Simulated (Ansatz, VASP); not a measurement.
## One calculation of Mg, two programs

INCAR

```
SYSTEM = Mg
PREC     = Accurate       ! precision mode
ENCUT    = 520            ! plane-wave cutoff, eV
EDIFF    = 1E-8           ! SCF threshold, eV
ISMEAR   = -1             ! smearing method
SIGMA    = 0.03           ! smearing width, eV
LREAL    = .FALSE.        ! projectors in reciprocal space
LASPH    = .TRUE.         ! aspherical terms in the spheres
NELM     = 60             ! most SCF steps
ALGO     = Normal         ! electronic algorithm
ISIF     = 2              ! what is computed and relaxed
LWAVE    = .FALSE.        ! write WAVECAR
LCHARG   = .FALSE.        ! write CHGCAR
GGA      = CA             ! functional
LEFG     = .TRUE.       
NBANDS   = 7              ! bands
```

Contents of KPOINTS:

```
Automatic mesh
0
G
  16 16 16
  0 0 0
```

POSCAR

```
Mg
1.0
    0.0000000000      2.1769283200      2.2442560000
    2.1769283200      0.0000000000      2.2442560000
    2.1769283200      2.1769283200      0.0000000000
Mg
1
Direct
    0.0000000000      0.0000000000      0.0000000000
```

Input for Ansatz:

```yaml
crystal:
  lattice:
    - [0.0, 2.17692832, 2.244256]
    - [2.17692832, 0.0, 2.244256]
    - [2.17692832, 2.17692832, 0.0]
  atoms:
    - { symbol: Mg, position: [0.0, 0.0, 0.0] }
kpoints:
  mp_grid: { grid: [16, 16, 16] }
scf:
  occupations: { method: fermi_dirac, width: 0.03 }
hamiltonian:
  xc: lda
  pseudopotentials: { kind: paw }
output:
  forces: true
  stress: true
  eigenvalues: true
  efg: { contact_densities: true }
  write_density: true
  write_potential: true
  elf: true
  volumetric_format: npy
```

Change from the starting cell: equal xx and yy strain of -3 %, PAW files.

Alike in both runs: task electric field gradients; functional LDA; k mesh 16 × 16 × 16; occupations fermi-dirac, width 0.03 eV; no spin polarisation.

|  | VASP | Ansatz |
| --- | --- | --- |
| version | VASP 6.6.1 | Ansatz 0.2.0 |
| potentials or method | VASP PAW LDA potentials, release 64 (Mg) | PAW with Ansatz's default frozen-core files, scalar-relativistic |
| plane-wave cutoff (eV) | 520 | 420 |
| valence electrons in the cell | 2 | 10 |

```csv
,VASP,Ansatz,Ansatz less VASP
pressure (GPa),0.6,0.9,+0.33
"traceless stress, the component that is largest in VASP (GPa)",-0.05,-0.06,-0.004
size of Vzz on the site where it differs most (V/Å²),1.1,1.4,+0.24
```

LDA's correlation is that of Perdew and Zunger in VASP and of Perdew and Wang (1992) in Ansatz. VASP's potentials hold 2 valence electrons a cell and Ansatz's 10, so a difference there can come from the potentials and not from the codes.
